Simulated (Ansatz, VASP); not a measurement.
# Two plane-wave programs on Al

The input POSCAR:

```
Al
1.0
   -1.5943685756      1.5943685756      1.5943685756
    1.5943685756     -1.5943685756      1.5943685756
    1.5943685756      1.5943685756     -1.5943685756
Al
1
Direct
    0.0000000000      0.0000000000      0.0000000000
```

File INCAR.step1:

```
ALGO = Normal ; EDIFF = 1E-4
ENCUT = 520 ; GGA = PE
ISMEAR = 0 ; LASPH = T
LCHARG = F ; LREAL = F
LWAVE = T ; NBANDS = 8
NELM = 60 ; PREC = Accurate
SIGMA = 0.1
```

The input INCAR.step2:

```
ALGO = Normal ; EDIFF = 1E-7
ENCUT = 520 ; ISIF = 2
ISMEAR = 0 ; ISTART = 1
LASPH = T ; LCHARG = T
LELF = T ; LMIXTAU = T
LREAL = F ; LVHAR = T
LWAVE = F ; METAGGA = R2SCAN
NBANDS = 8 ; NELM = 60
PREC = Accurate ; SIGMA = 0.1
```

KPOINTS

```
k-points
0
Gamma
  18 18 18
```

Input for Ansatz:

```yaml
crystal:
  lattice:
    - [-1.5943685756, 1.5943685756, 1.5943685756]
    - [1.5943685756, -1.5943685756, 1.5943685756]
    - [1.5943685756, 1.5943685756, -1.5943685756]
  atoms:
    - { symbol: Al, position: [0.0, 0.0, 0.0] }
basis:
  ecutwfc: 500
kpoints:
  mp_grid: { grid: [18, 18, 18] }
  band_path:
    path:
      - [[0.0, 0.0, 0.0], [0.5, -0.5, 0.5], [0.0, 0.0, 0.5], [0.0, 0.0, 0.0], [0.25, 0.25, 0.25], [0.5, -0.5, 0.5]]
      - [[0.25, 0.25, 0.25], [0.0, 0.0, 0.5]]
    npoints: 14
hamiltonian:
  xc: r2scan
scf:
  occupations: { method: gaussian, width: 0.1 }
  n_extra_bands: 6
output:
  forces: true
  stress: true
  eigenvalues: true
  populations: true
  dos: { projected: true, de: 0.02, nscf_kmesh: { grid: [27, 27, 27] } }
  bader: true
  write_density: true
  write_potential: true
  elf: true
  volumetric_format: npy
```

Alike in both runs: task single point; functional r2SCAN; k mesh 18 × 18 × 18; occupations gaussian, width 0.1 eV; no spin polarisation.

|  | VASP | Ansatz |
| --- | --- | --- |
| version | VASP 6.6.1 | Ansatz 0.2.0 |
| potentials or method | VASP PAW PBE potentials, release 64 (Al), cutoff 520 eV | scalar-relativistic, plane waves, PAW |
| valence electrons in the cell | 3 | 3 |

```csv
,VASP,Ansatz,Ansatz less VASP
gap on the k mesh at the Fermi level (eV),none,none,-
pressure (GPa),-0.3,0.0,+0.31
```

VASP's potentials were made for PBE, not for r2SCAN. A gap of «none» marks a metal or a gap that the smearing closes.
